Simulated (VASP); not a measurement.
# Co12Si24B (a cell with a defect) in VASP: notebook, part 2 of 2

VASP 6.6.1. Earlier steps stand in the parts before.

### Step 4. Single point, PBE

Contents of INCAR:

```
ALGO = Normal ; EDIFF = 1E-6
ENCUT = 520 ; GGA = PE
GGA_COMPAT = F ; ISIF = 2
ISMEAR = 1 ; LASPH = T
LCHARG = T ; LELF = T
LREAL = Auto ; LVHAR = T
LWAVE = F ; NBANDS = 128
NELM = 120 ; PREC = Accurate
SIGMA = 0.1
```

Contents of KPOINTS:

```
k-points
0
Gamma
  1 1 1
```

Contents of POSCAR:

```
Co12Si24B
1.0
    0.0000000000      5.3602887400      5.3602887400
    5.3602887400      0.0000000000      5.3602887400
    8.0404331200      8.0404331200      0.0000000000
Co Si B
12 24 1
Direct
    0.0030310867     -0.0107217172      0.0081098243
   -0.0044775573      0.0141744230      0.3399682529
    0.0412473116      0.0012628984      0.6674279134
   -0.0130120789      0.5020750990      0.0073427015
    0.0003172404      0.5042059544      0.3375331228
   -0.0085918879      0.5220015443      0.6671461500
    0.4866527022      0.0051422603     -0.0066423039
    0.5081590997      0.0000305021      0.3314813344
    0.5062906369      0.0125799193      0.6673243742
    0.5024884163      0.4831819937     -0.0020990163
    0.4913646685      0.5143919728      0.3292302119
    0.5050982571      0.4910161798      0.6681103393
    0.3746300055      0.3724381459      0.2476719811
    0.1192755710      0.1305669403      0.0897815440
    0.3591076140      0.3962503893      0.5795909786
    0.1378282096      0.1323374606      0.4189096470
    0.3507649664      0.3726822559      0.9152709052
    0.1313414322      0.1497988334      0.7603298117
    0.3684791241      0.8858592756      0.2468062939
    0.1295572932      0.6186158360      0.0889834527
    0.4008648795      0.8659670636      0.5816561658
    0.1201154511      0.6436034824      0.4173264611
    0.3687726717      0.8533027271      0.9209950371
    0.1254140463      0.6328318612      0.7545446134
    0.8650566648      0.3835846537      0.2535621489
    0.6351820145      0.1184098527      0.0824581201
    0.8811568237      0.3824458158      0.5864992507
    0.6251283583      0.1387398209      0.4156745601
    0.8717023889      0.3695689908      0.9197696678
    0.6998934539      0.1048719626      0.7488877664
    0.8753010757      0.8764789973      0.2549199116
    0.6224738371      0.6305528795      0.0791929353
    0.8827017964      0.8841644042      0.5874129452
    0.6304161331      0.6275918450      0.4172663897
    0.8724072017      0.8670567437      0.9267449140
    0.6254598703      0.6323428950      0.7497609159
    0.4022274927      0.1961335575      0.7878624703
```

Potentials or basis: VASP PAW PBE potentials, release 64 (Co, Si, B).

Started as:

```bash
$ cat potpaw_PBE.64/Co/POTCAR potpaw_PBE.64/Si/POTCAR potpaw_PBE.64/B/POTCAR > POTCAR
$ mpirun -np 1 vasp_gam > vasp.out
```

OUTCAR:

```text
EDIFF = 1E-6
   ENCUT = 520
   GGA = PE
   ISIF = 2
   ISMEAR = 1
   LASPH = T
   LREAL = Auto
   NELM = 120
   PREC = Accurate

 ion  position               nearest neighbor table
   1  0.003  0.989  0.008-  23 2.27  26 2.28  31 2.29  20 2.29  18 2.32  35 2.32  14 2.35  29 2.35

   2  0.996  0.014  0.340-  25 2.29  28 2.29  22 2.29  33 2.30  19 2.31  14 2.32  16 2.35  31 2.39

   3  0.041  0.001  0.667-  30 2.11  21 2.23  24 2.30  16 2.32  18 2.35  27 2.37  35 2.43  33 2.46
[... 54 lines left out ...]
                            17 2.86  23 3.15
  31  0.875  0.876  0.255-   8 2.27   1 2.29   5 2.30   2 2.39  22 2.62  34 2.65  14 2.67  26 2.68
                            28 2.70  20 2.72
  32  0.622  0.631  0.079-   4 2.26   7 2.32  11 2.32  10 2.41  35 2.61  23 2.64  29 2.68  25 2.70
                            13 2.71  19 2.72
  33  0.883  0.884  0.587-   6 2.24   2 2.30   9 2.33   3 2.46  30 2.51  24 2.65  22 2.66  16 2.70
                            36 2.73  28 2.76
  34  0.630  0.628  0.417-   5 2.29   8 2.31  12 2.33  11 2.38  21 2.60  25 2.63  31 2.65  15 2.70
                            27 2.71  19 2.77
  35  0.872  0.867  0.927-   4 2.26   1 2.32  30 2.39   7 2.40   3 2.43  26 2.60  32 2.61  24 2.64
                            20 2.68  18 2.91
  36  0.625  0.632  0.750-   6 2.27  10 2.31   9 2.35  12 2.38  21 2.56  23 2.57  27 2.65  29 2.69
                            33 2.73  17 2.87
  37  0.402  0.196  0.788-  30 1.87   9 2.04  15 2.17  17 2.21  12 2.26   7 2.27  23 2.33  18 2.43

  LATTYP: Found a face centered orthorhombic cell.
 ALAT       =     7.5805930343
 B/A-ratio  =     1.7320508076
 C/A-ratio  =     2.4494897458

  Lattice vectors:

 A1 = (   8.0404331200,   8.0404331200,   0.0000000000)
 A2 = (   2.6801443800,   8.0404331200,  -5.3602887400)
 A3 = (   0.0000000000,   5.3602887400,   5.3602887400)

Analysis of symmetry for initial positions (statically):
=====================================================================
 Subroutine PRICEL returns:
 Original cell was already a primitive cell.

 Routine SETGRP: Setting up the symmetry group for a
 face centered orthorhombic supercell.

 Subroutine GETGRP returns: Found  1 space group operations
 (whereof  1 operations were pure point group operations)
 out of a pool of  8 trial point group operations.

The static configuration has the point symmetry C_1 .

Analysis of symmetry for dynamics (positions and initial velocities):
=====================================================================
 Subroutine PRICEL returns:
 Original cell was already a primitive cell.

 Routine SETGRP: Setting up the symmetry group for a
 face centered orthorhombic supercell.

 Subroutine GETGRP returns: Found  1 space group operations
 (whereof  1 operations were pure point group operations)
 out of a pool of  8 trial point group operations.

The dynamic configuration has the point symmetry C_1 .

 Subroutine INISYM returns: Found  1 space group operations
 (whereof  1 operations are pure point group operations),
 and found     1 'primitive' translations

----------------------------------------------------------------------------------------

                                     Primitive cell

  volume of cell :     462.0466

[... 110 lines left out ...]

 Found      1 irreducible k-points:

 Following reciprocal coordinates:
            Coordinates               Weight
  0.000000  0.000000  0.000000      1.000000
   k-points           NKPTS =      1   k-points in BZ     NKDIM =      1   number of bands    NBANDS=    128
   number of dos      NEDOS =    301   number of ions     NIONS =     37
   total plane-waves  NPLWV = 282240
   dimension x,y,z NGX =    56 NGY =   56 NGZ =   90
   dimension x,y,z NGXF=   112 NGYF=  112 NGZF=  180
   ions per type =              12  24   1
   NGX,Y,Z   is equivalent  to a cutoff of  12.28, 12.28, 13.16 a.u.
   NGXF,Y,Z  is equivalent  to a cutoff of  24.56, 24.56, 26.32 a.u.
 SYSTEM =  unknown system
   PREC   = accura    normal or accurate (medium, high low for compatibility)
   ISTART =      0    job   : 0-new  1-cont  2-samecut
   ICHARG =      2    charge: 1-file 2-atom 10-const
   ISPIN  =      1    spin polarized calculation?
   LNONCOLLINEAR =      F non collinear calculations
   LSORBIT =      F    spin-orbit coupling
   LASPH  =      T    aspherical Exc in radial PAW
   ENCUT  =  520.0 eV  38.22 Ry    6.18 a.u.  14.09 14.09 21.14*2*pi/ulx,y,z
   NELM   =    120;   NELMIN=  2; NELMDL= -5     # of ELM steps
   EDIFF  = 0.1E-05   stopping-criterion for ELM
   LREAL  =      T    real-space projection
   EDIFFG = 0.1E-04   stopping-criterion for IOM
   NSW    =      0    number of steps for IOM
   IBRION =     -1    ionic relax: 0-MD 1-quasi-New 2-CG
   NFREE  =      0    steps in history (QN), initial steepest desc. (CG)
   ISIF   =      2    stress and relaxation
   ISYM   =      2    0-nonsym 1-usesym 2-fastsym
   POTIM  = 0.5000    time-step for ionic-motion
   TEBEG  =    0.0;   TEEND  =   0.0 temperature during run
   PSTRESS=    0.0 pullay stress
   NELECT =     207.0000    total number of electrons
   NUPDOWN=      -1.0000    fix difference up-down
   EMIN   =  10.00;   EMAX   =-10.00  energy-range for DOS
   EFERMI =   0.00;   METHOD = LEGACY
   ISMEAR =     1;   SIGMA  =   0.10  broadening in eV -4-tet -1-fermi 0-gaus
   EFERMI_NEDOS =   21; number of points for ismear=-14 and -15
   IALGO  =     38    algorithm
   IMIX   =      4    mixing-type and parameters
     AMIX     =   0.40;   BMIX     =  1.00
     AMIX_MAG =   1.60;   BMIX_MAG =  1.00
  volume/ion in A,a.u.               =      12.49        84.27
  Fermi-wavevector in a.u.,A,eV,Ry     =   1.252669  2.367201 21.349986  1.569180
  Thomas-Fermi vector in A             =   2.386558
   LORBIT       =      0    0 simple, 1 ext, 2 COOP (PROOUT), +10 PAW based schemes
   GGA     = PE    functional components
   LHFCALC =     F    Hartree Fock is set to
   AEXX    =    0.0000 exact exchange contribution
   IVDW    =     0    specifies the selected vdW correction
   LEPSILON=     F    determine dielectric tensor
   LRPA    =     F    only Hartree local field effects (RPA)
 non-spin polarized calculation
 Methfessel and Paxton  Order N= 1 SIGMA  =   0.10
  energy-cutoff  :      520.00
  volume of cell :      462.05
 maximum number of plane-waves:      6237
   NGX = 29   NGY = 29   NGZ = 43

 number of electron     207.0000008 magnetization

 Free energy of the ion-electron system (eV)
  ---------------------------------------------------
  ext. energy  EPLUGINS =         0.00000000
  ---------------------------------------------------
  free energy    TOTEN  =      -232.81764410 eV

  energy without entropy =     -232.79657766  energy(sigma->0) =     -232.81062195

 E-fermi :  10.4508     XC(G=0): -11.8042

 val. band max:       10.2765195730   @ k =   0.0000   0.0000   0.0000
 cond. band min:      10.4527447226   @ k =   0.0000   0.0000   0.0000
 fundamental gap:      0.1762251496
 Fermi energy:        10.4508199714

 k-point     1 :       0.0000    0.0000    0.0000
  band No.  band energies     occupation
      1      -3.1689      2.00000
      2      -1.6597      2.00000
      3      -1.3533      2.00000
      4      -0.2672      2.00000
      5      -0.2111      2.00000
      6       0.1337      2.00000
[... 107 lines left out ...]
    114      12.2836     -0.00000
    115      12.4173     -0.00000
 [bands above 115 left out]

------------------------ aborting loop because EDIFF is reached ----------------------------------------

  FORCE on cell =-STRESS in cart. coord.  units (eV):
  Direction    XX          YY          ZZ          XY          YZ          ZX
  --------------------------------------------------------------------------------------
  -------------------------------------------------------------------------------------
  Total        4.3836424      6.7617244     -2.4098774    -14.2227213     -1.8988400    -11.3000619
  in kB       15.2005705     23.4467276     -8.3564097    -49.3182291     -6.5843537    -39.1837139
  external PRESSURE =      10.0969628 kB  Pullay stress =       0.0000000 kB

 VOLUME and BASIS-vectors are now :
 -----------------------------------------------------------------------------
  energy-cutoff  :      520.00
  volume of cell :      462.05
      direct lattice vectors                 reciprocal lattice vectors
     0.000000000  5.360288740  5.360288740    -0.093278557  0.093278557  0.093278557
     5.360288740  0.000000000  5.360288740     0.093278557 -0.093278557  0.093278557
     8.040433120  8.040433120  0.000000000     0.062185705  0.062185705 -0.062185705

 POSITION                                       TOTAL-FORCE (eV/Angst)
 -----------------------------------------------------------------------------------
      5.36802      0.08145      5.31906         0.066165     -0.074544      0.043977
      2.80947      8.06978      5.41227        -0.058498     -0.006536     -0.017564
      5.37318      5.58751      0.22787        -0.068482     -0.051444     -0.071741
      2.75031      5.34958      7.98181         0.020436     -0.029230      0.030670
      5.41660      2.71561      2.70439        -0.040945     -0.016833      0.012222
      8.16222     10.67838      8.11231        -0.081420      0.097691     -0.064036
[... 29 lines left out ...]
      9.41794      9.38105      6.74219        -0.035082     -0.003155     -0.022358
      7.38609      8.49081      3.20739         0.267915      0.422015      0.258841
 -----------------------------------------------------------------------------------
    total drift:                                0.000895     -0.006302     -0.006033

  FREE ENERGIE OF THE ION-ELECTRON SYSTEM (eV)
  ---------------------------------------------------
  free  energy   TOTEN  =      -232.8176440983 eV

  energy  without entropy=     -232.7965776594  energy(sigma->0) =     -232.81062195
```

Wall time 8.2 min (1 thread of Intel Xeon 8259CL, shared host); peak memory 0.59 GiB.

Results:

| Item | Value |
| --- | --- |
| Free energy | -232.8176 eV |
| Pressure | 1.0 GPa |
| Largest force | 0.563 eV/Å |
| Band gap on the k mesh | zero (an odd number of electrons rules out a gap without spin polarisation) |

Forces in eV/Å, atoms in the order of the input:
```
Co   0.066 -0.075  0.044
Co  -0.058 -0.007 -0.018
Co  -0.068 -0.051 -0.072
Co   0.020 -0.029  0.031
Co  -0.041 -0.017  0.012
Co  -0.081  0.098 -0.064
Co   0.160  0.100 -0.019
Co   0.014 -0.005 -0.004
Co  -0.129 -0.048 -0.100
Co   0.128 -0.004  0.076
Co  -0.024  0.063 -0.018
Co  -0.022 -0.007  0.003
Si   0.032  0.023  0.025
Si   0.050 -0.076 -0.024
Si  -0.077  0.057 -0.071
Si  -0.027 -0.041 -0.043
Si   0.174  0.073  0.063
Si  -0.085 -0.008 -0.063
Si   0.032  0.074 -0.034
Si   0.075 -0.093  0.036
Si  -0.067 -0.018 -0.069
Si  -0.043  0.021 -0.049
Si   0.092 -0.023  0.112
Si  -0.036  0.002 -0.025
Si  -0.023  0.012  0.012
Si   0.082 -0.048  0.019
Si  -0.072  0.024 -0.005
Si  -0.026  0.000 -0.050
Si   0.025  0.013  0.034
Si  -0.251 -0.338  0.053
Si   0.001 -0.026  0.014
Si   0.094  0.003  0.017
Si  -0.167 -0.002 -0.093
Si   0.017 -0.012 -0.019
Si   0.005 -0.054  0.051
Si  -0.035 -0.003 -0.022
B    0.268  0.422  0.259
```

Stress tensor (GPa, compression positive):
```
 1.52 -4.93 -3.92
-4.93  2.34 -0.66
-3.92 -0.66 -0.84
```

Levels at points of the mesh, in eV from the Fermi level:
```tsv
k point	band 100	band 101	band 102	band 103	band 104	band 105	band 106	band 107
(0.00, 0.00, 0.00)	-0.71	-0.62	-0.48	-0.17	0.00	0.27	0.46	0.57
```

Caveat: the k points lie up to 1.02 Å⁻¹ apart, too coarse for converged energies and pressures of a metal; the run has no spin polarisation, though such a crystal can be magnetic. Spin polarisation is off, so any magnetic state and its effect on volume and gap are missing.

### Step 5. The runs side by side

```csv
cell,gap on the mesh (eV),pressure (GPa),largest force (eV/Å)
"as given, atomic positions A",none,1.1,0.04
"as given, atomic positions B",none,1.2,0.32
"as given, atomic positions C",none,1.0,0.56
```

Alike in all rows: task single point; level PBE; potentials or basis VASP PAW PBE potentials, release 64 (Co, Si, B); no spin polarisation; k mesh 1 × 1 × 1; cutoff (eV) 520; smearing methfessel-paxton 0.1 eV.

Caveats: all runs use coarse meshes; the run has no spin polarisation, though such a crystal can be magnetic.

Absolute energies hang on the potentials; compare differences alone.

The gap in the log of VASP goes by the Fermi energy; the results here count the filled bands.